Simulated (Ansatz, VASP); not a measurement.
# TiO2 in VASP and in Ansatz

```
Ti O
1.0
     4.63994    0.00000    0.00000
     0.00000    4.63994    0.00000
     0.00000    0.00000    3.00672
Ti O
2 4
Cartesian
  0.0000 0.0000 0.0000
  2.3200 2.3200 1.5034
  1.4183 1.4183 0.0000
  0.9017 3.7383 1.5034
  3.2216 3.2216 0.0000
  3.7383 0.9017 1.5034
```

Alike in both runs: task relaxation of cell and atoms; functional PBE; k mesh 6 × 6 × 10; occupations gaussian, width 0.02 eV; no spin polarisation; Hubbard terms Ti d U = 4.0 eV.

|  | VASP | Ansatz |
| --- | --- | --- |
| version | VASP 6.6.1 | Ansatz 0.2.0 |
| potentials or method | VASP PAW PBE potentials, release 64 (Ti_sv, O), cutoff 600 eV | scalar-relativistic, plane waves, PAW |
| valence electrons in the cell | 48 | 48 |

```csv
,VASP,Ansatz,Ansatz less VASP
"gap on the k mesh at the Fermi level, each at its own relaxed structure (eV)",2.25,2.26,+0.018
relaxed volume (Å³/atom),10.96,10.79,-0.171
relaxed cell length with the largest relative difference (Å),4.666,4.640,-0.0259
```

The programs project onto different local orbitals, so the same U acts differently, and such runs can settle in different states.
